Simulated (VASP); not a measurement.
# Ti (Im-3m) in VASP: notebook

Ti is run at these levels: r2SCAN; tasks: single point.

All numbers are computed with VASP 6.6.1; they aren't measurements. Logs are shortened: lines on timing, memory, paths and dates and some standing lists are left out, and cuts for length are marked.

## Step 1: The cell of the first run

The structure is cubic, space group Im-3m (No. 229). The conventional cell has a = 3.282 Å, b = 3.282 Å, c = 3.282 Å, α = 90.00°, β = 90.00°, γ = 90.00°. Ti (site symmetry m-3m) has 14 Ti at 2.84 to 3.28 Å within 3.7 Å.

## Step 2: Single point, r2SCAN

POSCAR reads:

```
Ti
1.0
   -1.6410000000      1.6410000000      1.6410000000
    1.6410000000     -1.6410000000      1.6410000000
    1.6410000000      1.6410000000     -1.6410000000
Ti
1
Direct
    0.0000000000      0.0000000000      0.0000000000
```

INCAR.step1 reads:

```
SYSTEM = Ti
ALGO = Normal
EDIFF = 1E-4
ENCUT = 520
GGA = PE
ISMEAR = 0
LASPH = .True.
LCHARG = .False.
LREAL = .False.
LWAVE = .True.
NBANDS = 12
NELM = 80
PREC = Accurate
SIGMA = 0.1
```

INCAR.step2 reads:

```
SYSTEM = Ti
ALGO = Normal
EDIFF = 1E-6
ENCUT = 520
ISIF = 2
ISMEAR = 0
ISTART = 1
LASPH = .True.
LCHARG = .True.
LELF = .True.
LMIXTAU = .True.
LREAL = .False.
LVHAR = .True.
LWAVE = .False.
METAGGA = R2SCAN
NBANDS = 12
NELM = 80
PREC = Accurate
SIGMA = 0.1
```

KPOINTS reads:

```
k-points
0
Gamma
  18 18 18
  0 0 0
```

Potentials or basis: VASP PAW PBE potentials, release 64 (Ti_sv).

Launch:

```console
cat potpaw_PBE.64/Ti_sv/POTCAR > POTCAR
cp INCAR.step1 INCAR
mpirun -np 1 vasp_std > vasp.out
cp INCAR.step2 INCAR
mpirun -np 1 vasp_std > vasp.out
```

OUTCAR:

```text
SYSTEM = Ti
   EDIFF = 1E-6
   ENCUT = 520
   ISIF = 2
   ISMEAR = 0
   ISTART = 1
   LASPH = .True.
   LREAL = .False.
   METAGGA = R2SCAN
   NELM = 80
   PREC = Accurate

 ion  position               nearest neighbor table
   1  0.000  0.000  0.000-

  LATTYP: Found a body centered cubic cell.
 ALAT       =     3.2820000000

  Lattice vectors:

 A1 = (  -1.6410000000,   1.6410000000,   1.6410000000)
 A2 = (   1.6410000000,  -1.6410000000,   1.6410000000)
 A3 = (   1.6410000000,   1.6410000000,  -1.6410000000)

Analysis of symmetry for initial positions (statically):
=====================================================================
 Subroutine PRICEL returns:
 Original cell was already a primitive cell.

 Routine SETGRP: Setting up the symmetry group for a
 body centered cubic supercell.

 Subroutine GETGRP returns: Found 48 space group operations
 (whereof 48 operations were pure point group operations)
 out of a pool of 48 trial point group operations.

The static configuration has the point symmetry O_h .

Analysis of symmetry for dynamics (positions and initial velocities):
=====================================================================
 Subroutine PRICEL returns:
 Original cell was already a primitive cell.

 Routine SETGRP: Setting up the symmetry group for a
 body centered cubic supercell.

 Subroutine GETGRP returns: Found 48 space group operations
 (whereof 48 operations were pure point group operations)
 out of a pool of 48 trial point group operations.

The dynamic configuration has the point symmetry O_h .

 Subroutine INISYM returns: Found 48 space group operations
 (whereof 48 operations are pure point group operations),
 and found     1 'primitive' translations

----------------------------------------------------------------------------------------

                                     Primitive cell

  volume of cell :      17.6761

  direct lattice vectors                    reciprocal lattice vectors
    -1.641000000  1.641000000  1.641000000     0.000000000  0.304692261  0.304692261
     1.641000000 -1.641000000  1.641000000     0.304692261  0.000000000  0.304692261
     1.641000000  1.641000000 -1.641000000     0.304692261  0.304692261  0.000000000

  length of vectors
     2.842295375  2.842295375  2.842295375     0.430899928  0.430899928  0.430899928

  position of ions in fractional coordinates (direct lattice)
     0.000000000  0.000000000  0.000000000

  ion indices of the primitive-cell ions
   primitive index   ion index
                 1           1

----------------------------------------------------------------------------------------

 KPOINTS: k-points

Automatic generation of k-mesh.
 Grid dimensions read from file:
 generate k-points for:   18   18   18

 Generating k-lattice:

  Cartesian coordinates                     Fractional coordinates (reciprocal lattice)
     0.000000000  0.016927348  0.016927348     0.055555556  0.000000000  0.000000000
     0.016927348  0.000000000  0.016927348     0.000000000  0.055555556  0.000000000
     0.016927348  0.016927348  0.000000000     0.000000000  0.000000000  0.055555556

  Length of vectors
     0.023938885  0.023938885  0.023938885

  Shift w.r.t. Gamma in fractional coordinates (k-lattice)
     0.000000000  0.000000000  0.000000000

 Subroutine IBZKPT returns following result:
 ===========================================

 Found    195 irreducible k-points:

 Following reciprocal coordinates:
            Coordinates               Weight
  0.000000  0.000000  0.000000      1.000000
  0.055556  0.000000  0.000000     12.000000
  0.111111  0.000000  0.000000     12.000000
  0.166667  0.000000  0.000000     12.000000
  0.222222  0.000000  0.000000     12.000000
  0.277778  0.000000  0.000000     12.000000
[... 16 lines left out ...]
  0.333333  0.111111  0.000000     48.000000
  0.388889  0.111111  0.000000     48.000000
 [... further k-points ...]
   k-points           NKPTS =    195   k-points in BZ     NKDIM =    195   number of bands    NBANDS=     12
   number of dos      NEDOS =    301   number of ions     NIONS =      1
   total plane-waves  NPLWV =  13824
   dimension x,y,z NGX =    24 NGY =   24 NGZ =   24
   dimension x,y,z NGXF=    48 NGYF=   48 NGZF=   48
   ions per type =               1
   NGX,Y,Z   is equivalent  to a cutoff of  14.04, 14.04, 14.04 a.u.
   NGXF,Y,Z  is equivalent  to a cutoff of  28.08, 28.08, 28.08 a.u.
 SYSTEM =  Ti
   PREC   = accura    normal or accurate (medium, high low for compatibility)
   ISTART =      1    job   : 0-new  1-cont  2-samecut
   ICHARG =      0    charge: 1-file 2-atom 10-const
   ISPIN  =      1    spin polarized calculation?
   LNONCOLLINEAR =      F non collinear calculations
   LSORBIT =      F    spin-orbit coupling
   LASPH  =      T    aspherical Exc in radial PAW
   ENCUT  =  520.0 eV  38.22 Ry    6.18 a.u.   5.28  5.28  5.28*2*pi/ulx,y,z
   NELM   =     80;   NELMIN=  2; NELMDL=  0     # of ELM steps
   EDIFF  = 0.1E-05   stopping-criterion for ELM
   LREAL  =      F    real-space projection
   EDIFFG = 0.1E-04   stopping-criterion for IOM
   NSW    =      0    number of steps for IOM
   IBRION =     -1    ionic relax: 0-MD 1-quasi-New 2-CG
   NFREE  =      0    steps in history (QN), initial steepest desc. (CG)
   ISIF   =      2    stress and relaxation
   ISYM   =      2    0-nonsym 1-usesym 2-fastsym
   POTIM  = 0.5000    time-step for ionic-motion
   TEBEG  =    0.0;   TEEND  =   0.0 temperature during run
   PSTRESS=    0.0 pullay stress
   NELECT =      12.0000    total number of electrons
   NUPDOWN=      -1.0000    fix difference up-down
   EMIN   =  10.00;   EMAX   =-10.00  energy-range for DOS
   EFERMI =   0.00;   METHOD = LEGACY
   ISMEAR =     0;   SIGMA  =   0.10  broadening in eV -4-tet -1-fermi 0-gaus
   EFERMI_NEDOS =   21; number of points for ismear=-14 and -15
   IALGO  =     38    algorithm
   IMIX   =      4    mixing-type and parameters
     AMIX     =   0.40;   BMIX     =  1.00
     AMIX_MAG =   1.60;   BMIX_MAG =  1.00
  volume/ion in A,a.u.               =      17.68       119.28
  Fermi-wavevector in a.u.,A,eV,Ry     =   1.438821  2.718977 28.166848  2.070205
  Thomas-Fermi vector in A             =   2.557745
   LORBIT       =      0    0 simple, 1 ext, 2 COOP (PROOUT), +10 PAW based schemes
   METAGGA = R2SCAN    functional components
   LHFCALC =     F    Hartree Fock is set to
   AEXX    =    0.0000 exact exchange contribution
   IVDW    =     0    specifies the selected vdW correction
   LEPSILON=     F    determine dielectric tensor
   LRPA    =     F    only Hartree local field effects (RPA)
 non-spin polarized calculation
 Gauss-broadening in eV      SIGMA  =   0.10
  energy-cutoff  :      520.00
  volume of cell :       17.68
 maximum number of plane-waves:       490
 NGX is ok and might be reduce to    24

 number of electron      12.0000001 magnetization

 Free energy of the ion-electron system (eV)
  ---------------------------------------------------
  ext. energy  EPLUGINS =         0.00000000
  ---------------------------------------------------
  free energy    TOTEN  =       -12.81634087 eV

  energy without entropy =      -12.80582976  energy(sigma->0) =      -12.81108532

 E-fermi :   7.9410     XC(G=0): -12.3101

 val. band max:        7.9356381814   @ k =   0.1667   0.1667   0.0556
 cond. band min:       7.9416362799   @ k =  -0.2778   0.2778   0.2222
 fundamental gap:      0.0059980985
 Fermi energy:         7.9410408848

 k-point     1 :       0.0000    0.0000    0.0000
  band No.  band energies     occupation
      1     -51.0104      2.00000
      2     -25.8331      2.00000
      3     -25.8331      2.00000
      4     -25.8330      2.00000
      5       1.6339      2.00000
      6       9.0628      0.00000
      7       9.0628      0.00000
      8       9.0628      0.00000
      9      10.8055      0.00000
     10      10.8055      0.00000
     11      25.9004      0.00000
     12      25.9004      0.00000

 k-point     2 :       0.0556    0.0000    0.0000
  band No.  band energies     occupation
      1     -51.0066      2.00000
      2     -25.8537      2.00000
      3     -25.8393      2.00000
      4     -25.8332      2.00000
      5       1.7420      2.00000
      6       9.0122      0.00000
      7       9.0477      0.00000
      8       9.1397      0.00000
      9      10.7460      0.00000
     10      10.8082      0.00000
     11      25.7064      0.00000
     12      25.8857      0.00000

 k-point     3 :       0.1111    0.0000    0.0000
  band No.  band energies     occupation
      1     -50.9956      2.00000
      2     -25.9128      2.00000
      3     -25.8573      2.00000
      4     -25.8337      2.00000
      5       2.0595      2.00000
      6       8.8698      0.00000
      7       8.9819      0.00000
      8       9.3661      0.00000
      9      10.6108      0.00000
     10      10.8184      0.00000
     11      25.1143      0.00000
     12      25.7527      0.00000
[... 286 lines left out ...]
 k-point    23 :       0.3333    0.1111    0.0000
  band No.  band energies     occupation
      1     -50.8934      2.00000
      2     -26.4013      2.00000
      3     -26.0330      2.00000
      4     -25.8646      2.00000
      5       5.3735      2.00000
      6       7.7398      1.99557
      7       8.0896      0.03561
      8      10.6630      0.00000
      9      11.1953      0.00000
     10      12.1997      0.00000
     11      18.3297      0.00000
     12      21.7252      0.00000

 k-point    24 :       0.3889    0.1111    0.0000
  band No.  band energies     occupation
      1     -50.8829      2.00000
      2     -26.4477      2.00000
      3     -26.0547      2.00000
      4     -25.8654      2.00000
      5       5.6085      2.00000
      6       7.6587      1.99993
      7       8.2967      0.00000
      8      10.7351      0.00000
      9      11.2722      0.00000
     10      12.6295      0.00000
     11      17.2688      0.00000
     12      21.3637      0.00000

 [... further k-points ...]
[... 5 lines left out ...]
  --------------------------------------------------------------------------------------
  -------------------------------------------------------------------------------------
  Total       -0.2966048     -0.2966048     -0.2966048      0.0000000      0.0000000      0.0000000
  in kB      -26.8845681    -26.8845681    -26.8845681      0.0000000      0.0000000      0.0000000
  external PRESSURE =     -26.8845681 kB  Pullay stress =       0.0000000 kB

 VOLUME and BASIS-vectors are now :
 -----------------------------------------------------------------------------
  energy-cutoff  :      520.00
  volume of cell :       17.68
      direct lattice vectors                 reciprocal lattice vectors
    -1.641000000  1.641000000  1.641000000     0.000000000  0.304692261  0.304692261
     1.641000000 -1.641000000  1.641000000     0.304692261  0.000000000  0.304692261
     1.641000000  1.641000000 -1.641000000     0.304692261  0.304692261  0.000000000

 POSITION                                       TOTAL-FORCE (eV/Angst)
 -----------------------------------------------------------------------------------
      0.00000      0.00000      0.00000         0.000000      0.000000      0.000000
 -----------------------------------------------------------------------------------
    total drift:                                0.000000      0.000000      0.000000

  FREE ENERGIE OF THE ION-ELECTRON SYSTEM (eV)
  ---------------------------------------------------
  free  energy   TOTEN  =       -12.8163408740 eV

  energy  without entropy=      -12.8058297565  energy(sigma->0) =      -12.81108532
```

Wall time 84 s (1 thread of Intel Xeon Platinum 8488C (Sapphire Rapids), shared host); peak memory 0.17 GiB.

What came out:

```yaml
Free_energy: -12.8163 eV
Pressure: -2.7 GPa
Band_gap_on_the_k_mesh: zero (band 6 reaches 9.06 eV, above the bottom of band 7 at 7.24 eV)
```

Levels at points of the mesh, in eV from the Fermi level:
| k point | band 4 | band 5 | band 6 | band 7 | band 8 | band 9 |
| --- | --- | --- | --- | --- | --- | --- |
| (0.00, 0.00, 0.00) | -33.77 | -6.31 | 1.12 | 1.12 | 1.12 | 2.86 |
| (0.50, 0.00, 0.00) | -33.78 | -2.54 | -0.32 | 0.90 | 2.87 | 3.21 |
| (0.50, 0.50, 0.50) | -34.22 | -2.21 | -2.21 | 4.03 | 4.03 | 4.03 |

Caveat: the PAW data sets were made with another functional, which shifts forces and pressure a little.

## Step 3: Single point, r2SCAN

POSCAR reads:

```
Ti
1.0
   -1.6419938854      1.6419938854      1.6419938854
    1.6419938854     -1.6419938854      1.6419938854
    1.6419938854      1.6419938854     -1.6419938854
Ti
1
Direct
    0.0000000000      0.0000000000      0.0000000000
```

INCAR.step1 reads:

```
SYSTEM = Ti
ALGO = Normal
EDIFF = 1E-4
ENCUT = 520
GGA = PE
ISMEAR = 0
LASPH = .TRUE.
LCHARG = .FALSE.
LREAL = .FALSE.
LWAVE = .TRUE.
NBANDS = 12
NELM = 100
PREC = Accurate
SIGMA = 0.1
```

INCAR.step2 reads:

```
SYSTEM = Ti
ALGO = Normal
EDIFF = 1E-6
ENCUT = 520
ISIF = 2
ISMEAR = 0
ISTART = 1
LASPH = .TRUE.
LCHARG = .TRUE.
LELF = .TRUE.
LMIXTAU = .TRUE.
LREAL = .FALSE.
LVHAR = .TRUE.
LWAVE = .FALSE.
METAGGA = R2SCAN
NBANDS = 12
NELM = 100
PREC = Accurate
SIGMA = 0.1
```

KPOINTS reads:

```
k-points
0
G
  18 18 18
  0 0 0
```

Potentials or basis: VASP PAW PBE potentials, release 64 (Ti_sv).

Launch:

```console
cat potpaw_PBE.64/Ti_sv/POTCAR > POTCAR
cp INCAR.step1 INCAR
mpirun -np 1 vasp_std > vasp.out
cp INCAR.step2 INCAR
mpirun -np 1 vasp_std > vasp.out
```

Wall time 77 s (1 thread of Intel Xeon Platinum 8488C (Sapphire Rapids), shared host); peak memory 0.17 GiB.

Results (log left out):

```
Free energy            : -12.8158 eV
Pressure               : -2.9 GPa
Band gap on the k mesh : zero (band 6 reaches 9.04 eV, above the bottom of band 7 at 7.23 eV)
```

Levels at points of the mesh, in eV from the Fermi level:
```tsv
k point	band 2	band 3	band 4	band 5	band 6	band 7	band 8	band 9	band 10	band 11
(0.00, 0.00, 0.00)	-33.78	-33.78	-33.78	-6.30	1.12	1.12	1.12	2.86	2.86	17.95
(0.50, 0.00, 0.00)	-34.43	-33.98	-33.79	-2.53	-0.32	0.90	2.86	3.21	4.37	8.95
(0.50, 0.50, 0.50)	-34.22	-34.22	-34.22	-2.20	-2.20	4.02	4.02	4.02	8.59	8.59
```

Caveat: the PAW data sets were made with another functional, which shifts forces and pressure a little.
